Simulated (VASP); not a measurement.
Cu, 2 atoms in the cell. Symmetry: P6_3/mmc, No. 194, hexagonal system. Conventional cell: a = 2.495 Å, b = 2.495 Å, c = 4.123 Å, α = 90.00°, β = 90.00°, γ = 120.00°. Cu (site symmetry -6m2) has 12 Cu at 2.50 to 2.52 Å within 3.3 Å. 

```yaml
Program: VASP 6.6.1
Task: single point
Functional: r2SCAN
Potentials_or_basis: VASP PAW PBE potentials, release 64 (Cu)
Cutoff: 520 eV
k_mesh: 9 × 9 × 5
Occupations: fermi-dirac, width 0.05 eV
Spin: no spin polarisation
Dipole_correction: no
Further_INCAR_settings: ALGO = Normal; EDIFF = 1e-06; NBANDS = 18
```

Potentials or basis: VASP PAW PBE potentials, release 64 (Cu).

Command:

```console
$ cat potpaw_PBE.64/Cu/POTCAR > POTCAR
$ cp INCAR.step1 INCAR
$ mpirun -np 1 vasp_std > vasp.out
$ cp INCAR.step2 INCAR
$ mpirun -np 1 vasp_std > vasp.out
```

Hardware: 1 thread of Intel(R) Xeon(R) Platinum 8375C CPU @ 2.90GHz (Ice Lake), on a shared host.

Q: How long does it take, and how much memory?

A: It took 39 s on 1 thread of Intel(R) Xeon(R) Platinum 8375C CPU @ 2.90GHz (Ice Lake), with other jobs on the host, peak memory 0.14 GiB. Counts: k points 36.
